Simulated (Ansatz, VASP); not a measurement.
## Two plane-wave programs on CoSbH4

```
CELL_PARAMETERS angstrom
0.00000 2.91905 2.91905
2.91905 0.00000 2.91905
2.91905 2.91905 0.00000
ATOMIC_POSITIONS crystal
Co 0.00000 0.00000 0.00000
Sb 0.25000 0.25000 0.25000
H 0.66686 0.66686 0.99943
H 0.66686 0.99943 0.66686
H 0.66686 0.66686 0.66686
H 0.99943 0.66686 0.66686
```

Change from the starting cell: species swapped into the MgInCu4 type (F-43m, No. 216).

Alike in both runs: functional PBE; k mesh 4 × 4 × 4; occupations gaussian, width 0.2 eV; collinear spin.

Ansatz relaxed the structure, and its values are those at the end. VASP's run is a single point on that final structure, the one shown.

|  | VASP | Ansatz |
| --- | --- | --- |
| version | VASP 6.6.1 | Ansatz 0.2.0 |
| potentials or method | VASP PAW PBE potentials, release 64 (Co, Sb, H), cutoff 520 eV | scalar-relativistic, plane waves, PAW |
| valence electrons in the cell | 18 | 36 |

Ansatz gave:

* gap on the k mesh at the Fermi level (eV): none
* pressure (GPa): 0.0
* net moment per atom (μB): 0.09
* size of the moment on the site where the two differ most (μB): 0.53

**Question.** Which values does VASP return?

**Answer.** gap on the k mesh at the Fermi level (eV): none; pressure (GPa): -0.4; net moment per atom (μB): 0.09; size of the moment on the site where the two differ most (μB): 0.53.

Site moments also hang on the region over which each program counts them. A gap of «none» marks a metal or a gap that the smearing closes. VASP's potentials hold 18 valence electrons a cell and Ansatz's 36, so a difference there can come from the potentials and not from the codes.

The k mesh is coarse, so the values compare programs but aren't converged. Spin-orbit coupling is off throughout.
